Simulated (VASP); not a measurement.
HfO2:

```
Hf O
1.0
     0.00000    2.54881    2.54881
     2.54881    0.00000    2.54881
     2.54881    2.54881    0.00000
Hf O
1 2
Direct
  0.00000 0.00000 0.00000
  0.25000 0.25000 0.25000
  0.75000 0.75000 0.75000
```

```yaml
Program: VASP 6.6.1
Task: relaxation of cell and atoms
Functional: PBE
Potentials_or_basis: VASP PAW PBE potentials, release 64 (Hf_pv, O)
Cutoff: 600 eV
k_mesh: 8 × 8 × 8
Occupations: gaussian, width 0.01 eV
Spin: no spin polarisation
```

At the start: pressure -3.9 GPa; volume 11.04 Å³/atom.

Problem. Where does the relaxation end?

Solution. Over 3 steps the energy falls by 2.1 meV/atom and the volume is 10.87 Å³/atom (-1.6 %); space group Fm-3m (No. 225, to 0.05 Å).

The path:
| step | energy change (eV) | largest force (eV/Å) | pressure (GPa) | volume (Å³) |
| --- | --- | --- | --- | --- |
| 1 | 0.0000 | 0.0000 | -3.87 | 33.12 |
| 2 | 0.0073 | 0.0000 | 6.01 | 31.85 |
| 3 | -0.0064 | 0.0000 | -0.01 | 32.60 |

Final structure:
```
CELL_PARAMETERS angstrom
0.00000 2.53542 2.53542
2.53542 0.00000 2.53542
2.53542 2.53542 0.00000
ATOMIC_POSITIONS crystal
Hf 0.00000 0.00000 0.00000
O 0.25000 0.25000 0.25000
O 0.75000 0.75000 0.75000
```
